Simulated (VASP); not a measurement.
# MgO (P3m1) in VASP: a series of runs

Runs on MgO. Level: LDA. Tasks: single point.

Program: VASP 6.6.1. These are calculated values, not measurements. Logs are shortened: lines on timing, memory, paths and dates and some standing lists are left out, and cuts for length are marked.

## Step 1: The cell of the first run

Symmetry: P3m1, No. 156, trigonal system. The conventional cell has a = 2.942 Å, b = 2.942 Å, c = 15.215 Å, α = 90.00°, β = 90.00°, γ = 120.00°. Mg (site symmetry 3m) has 6 O at 2.08 Å within 2.8 Å. Within 2.8 Å of Mg (site symmetry 3m) lie 6 O at 2.08 Å. Within 2.8 Å of Mg (site symmetry 3m) lie 6 O at 2.08 Å. Within 2.8 Å of Mg (site symmetry 3m) lie 6 O at 2.08 Å. Mg (site symmetry 3m) has 6 O at 2.08 Å within 2.8 Å. Mg (site symmetry 3m) has 6 O at 2.08 to 2.63 Å within 2.8 Å. O (site symmetry 3m) has 6 Mg at 2.08 Å within 2.8 Å. Within 2.8 Å of O (site symmetry 3m) lie 6 Mg at 2.08 Å.

## Step 2: Single point, LDA

Contents of INCAR:

```
ALGO     = Normal         # electronic algorithm
EDIFF    = 1E-6           # SCF threshold, eV
ENCUT    = 520            # plane-wave cutoff, eV
ISIF     = 2              # what is computed and relaxed
ISMEAR   = 0              # smearing method
LASPH    = True           # aspherical terms in the spheres
LCHARG   = False          # write CHGCAR
LREAL    = False          # projectors in reciprocal space
LWAVE    = False          # write WAVECAR
NBANDS   = 36             # bands
NELM     = 100            # most SCF steps
PREC     = Accurate       # precision mode
SIGMA    = 0.05           # smearing width, eV
```

Contents of KPOINTS:

```
k-points
0
Gamma
  9 9 2
```

Contents of POSCAR:

```
MgO
1.0
    2.0806186598     -2.0806186598      0.0000000000
    2.0806186598      0.0000000000     -2.0806186598
    8.7843548545      8.7843548545      8.7843548545
Mg O
6 6
Direct
    1.0000000000      0.0000000000      0.3552825496
    0.3333333333      0.3333333333      0.1973791942
    0.6666666667      0.6666666667      0.5131859050
    1.0000000000      1.0000000000      0.8289926158
    0.3333333333      0.3333333333      0.6710892604
    0.6666666667      0.6666666667      0.0394758388
    0.6666666667      0.6666666667      0.2763308719
    0.0000000000      0.0000000000      0.1184275165
    0.3333333333      0.3333333333      0.4342342273
    0.6666666667      0.6666666667      0.7500409381
    1.0000000000      1.0000000000      0.5921375827
    0.3333333333      0.3333333333      0.9079442935
```

Potentials or basis: VASP PAW LDA potentials, release 64 (Mg, O).

On the command line:

```
$ cat potpaw_LDA.64/Mg/POTCAR potpaw_LDA.64/O/POTCAR > POTCAR
$ mpirun -np 1 vasp_std > vasp.out
```

OUTCAR:

```text
EDIFF = 1E-6
   ENCUT = 520
   ISIF = 2
   ISMEAR = 0
   LASPH = True
   LREAL = False
   NELM = 100
   PREC = Accurate

 ion  position               nearest neighbor table
   1  0.000  0.000  0.355-   7 2.08   9 2.08   7 2.08   7 2.08   9 2.08   9 2.08   2 2.94   3 2.94
                             2 2.94   2 2.94   3 2.94   3 2.94
   2  0.333  0.333  0.197-   7 2.08   7 2.08   8 2.08   8 2.08   8 2.08   7 2.08   1 2.94   6 2.94
                             6 2.94   1 2.94   1 2.94   6 2.94
   3  0.667  0.667  0.513-   9 2.08   9 2.08  11 2.08  11 2.08  11 2.08   9 2.08   5 2.94   5 2.94
                             1 2.94   1 2.94   1 2.94   5 2.94
   4  0.000  0.000  0.829-  10 2.08  12 2.08  10 2.08  10 2.08  12 2.08  12 2.08   5 2.94   5 2.94
                             5 2.94   6 3.63   6 3.63   6 3.63
   5  0.333  0.333  0.671-  10 2.08  10 2.08  11 2.08  11 2.08  11 2.08  10 2.08   4 2.94   3 2.94
                             3 2.94   4 2.94   4 2.94   3 2.94
   6  0.667  0.667  0.039-   8 2.08   8 2.08   8 2.08  12 2.63  12 2.63  12 2.63   2 2.94   2 2.94
                             2 2.94   4 3.63   4 3.63   4 3.63
   7  0.667  0.667  0.276-   2 2.08   2 2.08   1 2.08   1 2.08   1 2.08   2 2.08
   8  0.000  0.000  0.118-   6 2.08   2 2.08   6 2.08   6 2.08   2 2.08   2 2.08
   9  0.333  0.333  0.434-   3 2.08   3 2.08   1 2.08   1 2.08   1 2.08   3 2.08
  10  0.667  0.667  0.750-   5 2.08   5 2.08   4 2.08   4 2.08   4 2.08   5 2.08
  11  0.000  0.000  0.592-   3 2.08   5 2.08   3 2.08   3 2.08   5 2.08   5 2.08
  12  0.333  0.333  0.908-   4 2.08   4 2.08   4 2.08   6 2.63   6 2.63   6 2.63

  LATTYP: Found a hexagonal cell.
 ALAT       =     2.9424391268
 C/A-ratio  =     5.1708627652

  Lattice vectors:

 A1 = (  -2.0806186598,   0.0000000000,   2.0806186598)
 A2 = (   2.0806186598,  -2.0806186598,   0.0000000000)
 A3 = (   8.7843548545,   8.7843548545,   8.7843548545)

Analysis of symmetry for initial positions (statically):
=====================================================================
 Subroutine PRICEL returns:
 Original cell was already a primitive cell.

 Routine SETGRP: Setting up the symmetry group for a
 hexagonal supercell.

 Subroutine GETGRP returns: Found  6 space group operations
 (whereof  6 operations were pure point group operations)
 out of a pool of 24 trial point group operations.

The static configuration has the point symmetry C_3v.

Analysis of symmetry for dynamics (positions and initial velocities):
=====================================================================
 Subroutine PRICEL returns:
 Original cell was already a primitive cell.

 Routine SETGRP: Setting up the symmetry group for a
 hexagonal supercell.

 Subroutine GETGRP returns: Found  6 space group operations
 (whereof  6 operations were pure point group operations)
 out of a pool of 24 trial point group operations.

The dynamic configuration has the point symmetry C_3v.

 Subroutine INISYM returns: Found  6 space group operations
 (whereof  6 operations are pure point group operations),
 and found     1 'primitive' translations

----------------------------------------------------------------------------------------

                                     Primitive cell

  volume of cell :     114.0817

  direct lattice vectors                    reciprocal lattice vectors
     2.080618660 -2.080618660  0.000000000     0.160208759 -0.320417518  0.160208759
     2.080618660  0.000000000 -2.080618660     0.160208759  0.160208759 -0.320417518
     8.784354855  8.784354855  8.784354855     0.037946251  0.037946251  0.037946251

  length of vectors
     2.942439127  2.942439127 15.214948920     0.392429712  0.392429712  0.065724835

  position of ions in fractional coordinates (direct lattice)
     0.000000000  0.000000000  0.355282550
     0.333333333  0.333333333  0.197379194
     0.666666667  0.666666667  0.513185905
     0.000000000  0.000000000  0.828992616
     0.333333333  0.333333333  0.671089260
     0.666666667  0.666666667  0.039475839
     0.666666667  0.666666667  0.276330872
     0.000000000  0.000000000  0.118427516
     0.333333333  0.333333333  0.434234227
     0.666666667  0.666666667  0.750040938
     0.000000000  0.000000000  0.592137583
     0.333333333  0.333333333  0.907944294

  ion indices of the primitive-cell ions
   primitive index   ion index
                 1           1
                 2           2
                 3           3
                 4           4
                 5           5
                 6           6
                 7           7
                 8           8
                 9           9
                10          10
                11          11
                12          12

----------------------------------------------------------------------------------------

 KPOINTS: k-points

Automatic generation of k-mesh.
 Grid dimensions read from file:
 generate k-points for:    9    9    2

 Generating k-lattice:

  Cartesian coordinates                     Fractional coordinates (reciprocal lattice)
     0.017800973 -0.035601946  0.017800973     0.111111111  0.000000000  0.000000000
     0.017800973  0.017800973 -0.035601946     0.000000000  0.111111111  0.000000000
     0.018973125  0.018973125  0.018973125     0.000000000  0.000000000  0.500000000

  Length of vectors
     0.043603301  0.043603301  0.032862417

  Shift w.r.t. Gamma in fractional coordinates (k-lattice)
     0.000000000  0.000000000  0.000000000

 Subroutine IBZKPT returns following result:
 ===========================================

 Found     24 irreducible k-points:

 Following reciprocal coordinates:
            Coordinates               Weight
  0.000000  0.000000  0.000000      1.000000
  0.111111  0.000000  0.000000      6.000000
  0.222222  0.000000  0.000000      6.000000
  0.333333  0.000000  0.000000      6.000000
  0.444444  0.000000  0.000000      6.000000
  0.222222  0.111111 -0.000000      6.000000
[... 16 lines left out ...]
 -0.444444  0.222222  0.500000     12.000000
 -0.333333  0.333333  0.500000      2.000000
   k-points           NKPTS =     24   k-points in BZ     NKDIM =     24   number of bands    NBANDS=     36
   number of dos      NEDOS =    301   number of ions     NIONS =     12
   total plane-waves  NPLWV =  69120
   dimension x,y,z NGX =    24 NGY =   24 NGZ =  120
   dimension x,y,z NGXF=    48 NGYF=   48 NGZF=  240
   ions per type =               6   6
   NGX,Y,Z   is equivalent  to a cutoff of  13.56, 13.56, 13.11 a.u.
   NGXF,Y,Z  is equivalent  to a cutoff of  27.12, 27.12, 26.22 a.u.
 SYSTEM =  unknown system
   PREC   = accura    normal or accurate (medium, high low for compatibility)
   ISTART =      0    job   : 0-new  1-cont  2-samecut
   ICHARG =      2    charge: 1-file 2-atom 10-const
   ISPIN  =      1    spin polarized calculation?
   LNONCOLLINEAR =      F non collinear calculations
   LSORBIT =      F    spin-orbit coupling
   LASPH  =      T    aspherical Exc in radial PAW
   ENCUT  =  520.0 eV  38.22 Ry    6.18 a.u.   5.47  5.47 28.29*2*pi/ulx,y,z
   NELM   =    100;   NELMIN=  2; NELMDL= -5     # of ELM steps
   EDIFF  = 0.1E-05   stopping-criterion for ELM
   LREAL  =      F    real-space projection
   EDIFFG = 0.1E-04   stopping-criterion for IOM
   NSW    =      0    number of steps for IOM
   IBRION =     -1    ionic relax: 0-MD 1-quasi-New 2-CG
   NFREE  =      0    steps in history (QN), initial steepest desc. (CG)
   ISIF   =      2    stress and relaxation
   ISYM   =      2    0-nonsym 1-usesym 2-fastsym
   POTIM  = 0.5000    time-step for ionic-motion
   TEBEG  =    0.0;   TEEND  =   0.0 temperature during run
   PSTRESS=    0.0 pullay stress
   NELECT =      48.0000    total number of electrons
   NUPDOWN=      -1.0000    fix difference up-down
   EMIN   =  10.00;   EMAX   =-10.00  energy-range for DOS
   EFERMI =   0.00;   METHOD = LEGACY
   ISMEAR =     0;   SIGMA  =   0.05  broadening in eV -4-tet -1-fermi 0-gaus
   EFERMI_NEDOS =   21; number of points for ismear=-14 and -15
   IALGO  =     38    algorithm
   IMIX   =      4    mixing-type and parameters
     AMIX     =   0.40;   BMIX     =  1.00
     AMIX_MAG =   1.60;   BMIX_MAG =  1.00
  volume/ion in A,a.u.               =       9.51        64.16
  Fermi-wavevector in a.u.,A,eV,Ry     =   1.226733  2.318188 20.475035  1.504873
  Thomas-Fermi vector in A             =   2.361722
   LORBIT       =      0    0 simple, 1 ext, 2 COOP (PROOUT), +10 PAW based schemes
   GGA     = CA    functional components
   LHFCALC =     F    Hartree Fock is set to
   AEXX    =    0.0000 exact exchange contribution
   IVDW    =     0    specifies the selected vdW correction
   LEPSILON=     F    determine dielectric tensor
   LRPA    =     F    only Hartree local field effects (RPA)
 non-spin polarized calculation
 Gauss-broadening in eV      SIGMA  =   0.05
  energy-cutoff  :      520.00
  volume of cell :      114.08
 maximum number of plane-waves:      3153
 NGX is ok and might be reduce to    24
   NGX = 11   NGY = 11   NGZ = 57

 number of electron      47.9999989 magnetization

 Free energy of the ion-electron system (eV)
  ---------------------------------------------------
  ext. energy  EPLUGINS =         0.00000000
  ---------------------------------------------------
  free energy    TOTEN  =       -78.39034676 eV

  energy without entropy =      -78.39034676  energy(sigma->0) =      -78.39034676

 E-fermi :   5.6841     XC(G=0): -11.4912

 val. band max:        5.4716120884   @ k =   0.0000   0.0000   0.5000
 cond. band min:       5.9812791683   @ k =   0.0000   0.0000   0.0000
 fundamental gap:      0.5096670799
 Fermi energy:         5.6840609991

 k-point     1 :       0.0000    0.0000    0.0000
  band No.  band energies     occupation
      1     -15.9689      2.00000
      2     -15.0386      2.00000
      3     -14.2137      2.00000
      4     -13.3927      2.00000
      5     -12.4913      2.00000
      6     -10.7970      2.00000
[... 925 lines left out ...]
     35      14.5981      0.00000
     36      14.6487      0.00000

------------------------ aborting loop because EDIFF is reached ----------------------------------------

  FORCE on cell =-STRESS in cart. coord.  units (eV):
  Direction    XX          YY          ZZ          XY          YZ          ZX
  --------------------------------------------------------------------------------------
  -------------------------------------------------------------------------------------
  Total       -3.6385228     -3.6385228     -3.6385228     -3.7635892     -3.7635892     -3.7635892
  in kB      -51.0998439    -51.0998439    -51.0998439    -52.8562912    -52.8562912    -52.8562912
  external PRESSURE =     -51.0998439 kB  Pullay stress =       0.0000000 kB

 VOLUME and BASIS-vectors are now :
 -----------------------------------------------------------------------------
  energy-cutoff  :      520.00
  volume of cell :      114.08
      direct lattice vectors                 reciprocal lattice vectors
     2.080618660 -2.080618660  0.000000000     0.160208759 -0.320417518  0.160208759
     2.080618660  0.000000000 -2.080618660     0.160208759  0.160208759 -0.320417518
     8.784354855  8.784354855  8.784354855     0.037946251  0.037946251  0.037946251

 POSITION                                       TOTAL-FORCE (eV/Angst)
 -----------------------------------------------------------------------------------
      3.12093      3.12093      3.12093         0.381750      0.381750      0.381750
      3.12093      1.04031      1.04031         0.382686      0.382686      0.382686
      7.28217      3.12093      3.12093         0.382673      0.382673      0.382673
      7.28217      7.28217      7.28217         1.162571      1.162571      1.162571
      7.28217      5.20155      5.20155         0.380667      0.380667      0.380667
      3.12093     -1.04031     -1.04031        -2.132309     -2.132309     -2.132309
      5.20155      1.04031      1.04031        -0.379526     -0.379526     -0.379526
      1.04031      1.04031      1.04031        -0.350826     -0.350826     -0.350826
      5.20155      3.12093      3.12093        -0.381833     -0.381833     -0.381833
      9.36278      5.20155      5.20155        -0.401962     -0.401962     -0.401962
      5.20155      5.20155      5.20155        -0.383591     -0.383591     -0.383591
      9.36278      7.28217      7.28217         1.339701      1.339701      1.339701
 -----------------------------------------------------------------------------------
    total drift:                                0.000167      0.000167      0.000167

  FREE ENERGIE OF THE ION-ELECTRON SYSTEM (eV)
  ---------------------------------------------------
  free  energy   TOTEN  =       -78.3903467610 eV

  energy  without entropy=      -78.3903467610  energy(sigma->0) =      -78.39034676
```

Wall time 48 s (1 thread of Intel Xeon 6975P-C (Granite Rapids), shared host); peak memory 0.24 GiB.

Results:

| Item | Value |
| --- | --- |
| Free energy | -78.3903 eV |
| Pressure | -5.1 GPa |
| Largest force | 3.693 eV/Å |
| Band gap on the k mesh | 0.51 eV, direct |

Forces on the atoms (eV/Å):
```
Mg   0.382  0.382  0.382
Mg   0.383  0.383  0.383
Mg   0.383  0.383  0.383
Mg   1.163  1.163  1.163
Mg   0.381  0.381  0.381
Mg  -2.132 -2.132 -2.132
O   -0.380 -0.380 -0.380
O   -0.351 -0.351 -0.351
O   -0.382 -0.382 -0.382
O   -0.402 -0.402 -0.402
O   -0.384 -0.384 -0.384
O    1.340  1.340  1.340
```

Caveat: forces of over 1 eV/Å act on the atoms, so gaps and moduli don't describe the material at rest. A k mesh can miss the band edges.

## Step 3: Single point, LDA

This run uses another cell than the first one, of 9.94 Å³/atom, 1.046 times its volume.

Contents of INCAR:

```
SYSTEM = MgO
PREC     = Accurate       ! precision mode
ENCUT    = 520            ! plane-wave cutoff, eV
EDIFF    = 1E-6           ! SCF threshold, eV
ISMEAR   = 0              ! smearing method
SIGMA    = 0.05           ! smearing width, eV
LREAL    = .FALSE.        ! projectors in reciprocal space
LASPH    = .TRUE.         ! aspherical terms in the spheres
NELM     = 100            ! most SCF steps
ALGO     = Normal         ! electronic algorithm
ISIF     = 2              ! what is computed and relaxed
LWAVE    = .FALSE.        ! write WAVECAR
LCHARG   = .FALSE.        ! write CHGCAR
GGA      = CA             ! functional
NBANDS   = 36             ! bands
```

Contents of KPOINTS:

```
Automatic mesh
0
G
  9 9 2
  0 0 0
```

Contents of POSCAR:

```
MgO
1.0
    2.0806186598     -2.0806186598      0.0000000000
    2.0806186598      0.0000000000     -2.0806186598
    9.1885000429      9.1885000429      9.1885000429
Mg O
6 6
Direct
    1.0000000000      0.0000000000      0.3396558715
    0.3333333333      0.3333333333      0.1886977064
    0.6666666667      0.6666666667      0.4906140366
    1.0000000000      1.0000000000      0.7925303668
    0.3333333333      0.3333333333      0.6415722017
    0.6666666667      0.6666666667      0.0377395413
    0.6666666667      0.6666666667      0.2641767889
    0.0000000000      0.0000000000      0.1132186238
    0.3333333333      0.3333333333      0.4151349540
    0.6666666667      0.6666666667      0.7170512842
    1.0000000000      1.0000000000      0.5660931191
    0.3333333333      0.3333333333      0.8680094493
```

Potentials or basis: VASP PAW LDA potentials, release 64 (Mg, O).

On the command line:

```
$ cat potpaw_LDA.64/Mg/POTCAR potpaw_LDA.64/O/POTCAR > POTCAR
$ mpirun -np 1 vasp_std > vasp.out
```

Run time: 57 s. Hardware: 1 thread of Intel Xeon 6975P-C (Granite Rapids), shared host; peak memory 0.25 GiB.

Results (log left out):

```yaml
Free_energy: -76.1192 eV
Pressure: -3.0 GPa
Largest_force: 1.975 eV/Å
Band_gap_on_the_k_mesh: zero (band 24 reaches 5.17 eV, above the bottom of band 25 at 4.92 eV)
```

Forces on the atoms (eV/Å):
```
Mg   0.402  0.402  0.402
Mg   0.463  0.463  0.463
Mg   0.394  0.394  0.394
Mg   1.122  1.122  1.122
Mg   0.385  0.385  0.385
Mg  -1.140 -1.140 -1.140
O   -0.391 -0.391 -0.391
O   -0.308 -0.308 -0.308
O   -0.394 -0.394 -0.394
O   -0.439 -0.439 -0.439
O   -0.396 -0.396 -0.396
O    0.302  0.302  0.302
```

Stress tensor (GPa, compression positive):
```
-3.01 -3.89 -3.89
-3.89 -3.01 -3.89
-3.89 -3.89 -3.01
```

Levels at points of the mesh, in eV from the Fermi level:
```
           k point  band 22  band 23  band 24  band 25  band 26  band 27
(0.00, 0.00, 0.00)    -1.68    -0.60     0.24     0.24     2.25     3.11
(0.00, 0.00, 0.50)    -1.68    -0.52     0.24     0.24     2.12     3.30
```

Caveat: forces of over 1 eV/Å act on the atoms, so gaps and moduli don't describe the material at rest.
